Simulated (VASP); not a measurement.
Here is a VASP 6.6.1 calculation.

The input INCAR:

```
ALGO = Normal
EDIFF = 1E-6
ENCUT = 520
ISIF = 2
ISMEAR = 0
LASPH = T
LCHARG = T
LELF = T
LREAL = F
LVHAR = T
LWAVE = F
NBANDS = 35
NELM = 80
PREC = Accurate
SIGMA = 0.05
```

File KPOINTS:

```
k-points
0
Gamma
  6 6 8
```

Contents of POSCAR:

```
SnO2
1.0
    4.7920905482      0.0000000000      0.0000000000
    0.0000000000      4.7951101770      0.0000000000
    0.0000000000      0.0000000000      3.0943188179
Sn O
2 4
Direct
    0.5000000000      0.5000000000      0.5000000000
    0.0000000000      0.0000000000      0.0000000000
    0.3055669685      0.3065721192      0.0000000000
    0.8055669685      0.1934278808      0.5000000000
    0.1944330315      0.8065721192      0.5000000000
    0.6944330315      0.6934278808      0.0000000000
```

Potentials or basis: VASP PAW LDA potentials, release 64 (Sn_d, O).

Launch:

```bash
$ cat potpaw_LDA.64/Sn_d/POTCAR potpaw_LDA.64/O/POTCAR > POTCAR
$ mpirun -np 1 vasp_std > vasp.out
```

Problem. Estimate the largest force.

Solution. 0.216 eV/Å.

Problem. Estimate the pressure.

Solution. 3.4 GPa.

Problem. What does it give for the band gap on the k mesh?

Solution. 1.35 eV.

Stress tensor (GPa, compression positive):
```
-0.51  0.00  0.00
 0.00 -0.52  0.00
 0.00  0.00 11.28
```

Caveat: the cell differs from its parent crystal (strain +0.015 along x and y, -0.030 along z); the cell stands under pressure; spin-orbit coupling is left out, which moves the levels of the heavy elements.
